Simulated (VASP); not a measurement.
**TmB3Au: relaxation of cell and atoms with PBE**

The system is TmB3Au.

```
Tm B Au
1.0
    -2.38696    2.38696    5.78159
     2.38696   -2.38696    5.78159
     2.38696    2.38696   -5.78159
Tm B Au
2 6 2
Cartesian
  0.0000 0.0000 5.7816
  0.0000 0.0000 0.0000
  1.1799 1.1799 0.0000
  1.2071 1.2071 5.7816
  1.2071 -1.2071 5.7816
  -1.2071 1.2071 5.7816
  0.0000 0.0000 7.6816
  0.0000 0.0000 3.8816
  0.0000 2.3870 0.0000
  2.3870 0.0000 0.0000
```

The cell was generated, and may not be a known phase.

| Property | Result |
| --- | --- |
| Program | VASP 6.6.1 |
| Task | relaxation of cell and atoms |
| Functional | PBE |
| Potentials or basis | VASP PAW PBE potentials, release 64 (Tm_3, B, Au), 4f in core |
| Cutoff | 500 eV |
| k mesh | 5 × 5 × 5 |
| Occupations | gaussian, width 0.2 eV |
| Spin | no spin polarisation |
| Dipole correction | no |
| Further INCAR settings | ALGO = Normal; EDIFF = 1e-07; IBRION = 2; EDIFFG = -0.08; NSW = 36; ISIF = 3 |

The relaxed volume is 20.55 Å³/atom. The relaxed cell is a = 6.753 Å, b = 6.753 Å, c = 6.753 Å, α = 123.39°, β = 123.39°, γ = 84.23° and the space group after relaxing (to 0.1 Å) is P4/mmm (No. 123). The energy gained by relaxing is 6044.2 meV/atom. The ionic steps are 28, the pressure after relaxing is 0.1 GPa and the largest force after relaxing is 0.058 eV/Å. The band gap on the k mesh is zero (bands 29 and 30 overlap by 1.13 eV).

Forces on the atoms (eV/Å):
```
Tm   0.000  0.000  0.000
Tm   0.000  0.000  0.000
B    0.041  0.041  0.000
B   -0.041 -0.041  0.000
B   -0.041  0.041  0.000
B    0.041 -0.041  0.000
B    0.000  0.000 -0.012
B    0.000  0.000  0.012
Au   0.000  0.000  0.000
Au   0.000  0.000  0.000
```

Stress tensor (GPa, compression positive):
```
 0.17  0.00  0.00
 0.00  0.17  0.00
 0.00  0.00 -0.12
```

Step by step:
| step | energy change (eV) | largest force (eV/Å) | pressure (GPa) | volume (Å³) |
| --- | --- | --- | --- | --- |
| 1 | 0.0000 | 6.0151 | 211.41 | 131.76 |
| 2 | -4.0002 | 0.9311 | -24.21 | 702.38 |
| 3 | -53.8255 | 2.4771 | -8.51 | 324.43 |
| 4 | -55.5193 | 2.6699 | -7.22 | 301.65 |
| 5 | -56.7575 | 3.7890 | 12.67 | 217.26 |
| 6 | -57.7903 | 3.1643 | -1.66 | 257.12 |
| 7 | -57.9371 | 3.2999 | 0.64 | 247.26 |
| 8 | -57.9419 | 3.3416 | 1.40 | 244.43 |
| 9 | -58.6821 | 1.1036 | -0.22 | 252.05 |
| 10 | -58.7589 | 0.4727 | -0.66 | 255.56 |
| 11 | -58.7599 | 0.4193 | -0.70 | 255.93 |
| 12 | -58.8478 | 0.5067 | -0.66 | 252.61 |
| 13 | -59.0162 | 0.7975 | -0.45 | 242.69 |
| 14 | -58.8804 | 2.5833 | 0.54 | 222.95 |
| 15 | -59.0274 | 1.2472 | -0.22 | 237.30 |
| 16 | -59.0607 | 1.2795 | -0.26 | 236.14 |
| 17 | -59.1644 | 1.3754 | -0.36 | 232.67 |
| 18 | -59.3831 | 1.5575 | -0.51 | 225.70 |
| 19 | -59.7661 | 1.8367 | -0.32 | 211.63 |
| 20 | -58.7541 | 1.7952 | 4.01 | 182.96 |
| 21 | -59.7050 | 1.9681 | 0.14 | 206.88 |
| 22 | -59.6935 | 2.0034 | 0.92 | 199.18 |
| 23 | -59.8553 | 1.5552 | 1.34 | 195.27 |
| 24 | -59.8658 | 1.3766 | 1.57 | 193.75 |
| 25 | -60.0630 | 1.1471 | 1.30 | 195.70 |
| 26 | -60.4016 | 0.4290 | 0.81 | 201.46 |
| 27 | -60.4341 | 0.1139 | 0.73 | 203.82 |
| 28 | -60.4422 | 0.0579 | 0.07 | 205.48 |

Final structure:
```yaml
crystal:
  lattice:
    - [-3.20223, 3.20223, 5.00964]
    - [3.20223, -3.20223, 5.00964]
    - [3.20223, 3.20223, -5.00964]
  atoms:
    - { symbol: Tm, position: [0.50000, 0.50000, 0.00000] }
    - { symbol: Tm, position: [0.00000, 0.00000, 0.00000] }
    - { symbol: B, position: [0.24948, 0.24948, 0.49897] }
    - { symbol: B, position: [0.75052, 0.75052, 0.50103] }
    - { symbol: B, position: [0.24948, 0.75052, 0.00000] }
    - { symbol: B, position: [0.75052, 0.24948, 0.00000] }
    - { symbol: B, position: [0.75044, 0.75044, 0.00000] }
    - { symbol: B, position: [0.24956, 0.24956, 0.00000] }
    - { symbol: Au, position: [0.50000, 0.00000, 0.50000] }
    - { symbol: Au, position: [0.00000, 0.50000, 0.50000] }
```

Levels at points of the mesh, in eV from the Fermi level:
```tsv
k point	band 27	band 28	band 29	band 30	band 31	band 32
(0.00, 0.00, 0.00)	-0.85	-0.85	-0.71	-0.71	0.25	1.71
```

It took 48 min on 1 thread of Intel(R) Xeon(R) 6975P-C (Granite Rapids), on a shared host, peak memory 0.42 GiB.

Caveat: the volume moved by over 15 % at a fixed basis, so the end points are rough; spin-orbit coupling is left out, which moves the levels of the heavy elements; the 4f electrons are frozen in the core, so they carry no moment and show no levels; the relaxation stopped at a loose force limit of 0.08 eV/Å, so its end isn't a converged minimum. Spin polarisation is off, so any magnetic state and its effect on volume and gap are missing.
